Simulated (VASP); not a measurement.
Mo:

```xyz
1
Lattice="0.0000 2.0290 2.0290 2.0290 0.0000 2.0290 2.0290 2.0290 0.0000" Properties=species:S:1:pos:R:3 pbc="T T T"
Mo    0.0000    0.0000    0.0000
```

- Program: VASP 6.6.1
- Task: relaxation of cell and atoms
- Functional: PBE
- Potentials or basis: VASP PAW PBE potentials, release 64 (Mo_sv)
- Cutoff: 500 eV
- k mesh: 8 × 8 × 8
- Occupations: gaussian, width 0.1 eV
- Spin: no spin polarisation

At the start: pressure -8.5 GPa; volume 16.71 Å³/atom.

Where does the relaxation end?

Over 3 steps the energy falls by 17.8 meV/atom and the volume is 16.07 Å³/atom (-3.8 %); space group Fm-3m (No. 225, to 0.05 Å).

Step by step:
| step | energy change (eV) | largest force (eV/Å) | pressure (GPa) | volume (Å³) |
| --- | --- | --- | --- | --- |
| 1 | 0.0000 | 0.0000 | -8.52 | 16.71 |
| 2 | 0.0850 | 0.0000 | 25.41 | 14.65 |
| 3 | -0.0178 | 0.0000 | -0.21 | 16.07 |

Final structure:
```
CELL_PARAMETERS angstrom
0.00000 2.00303 2.00303
2.00303 0.00000 2.00303
2.00303 2.00303 0.00000
ATOMIC_POSITIONS crystal
Mo 0.00000 0.00000 0.00000
```
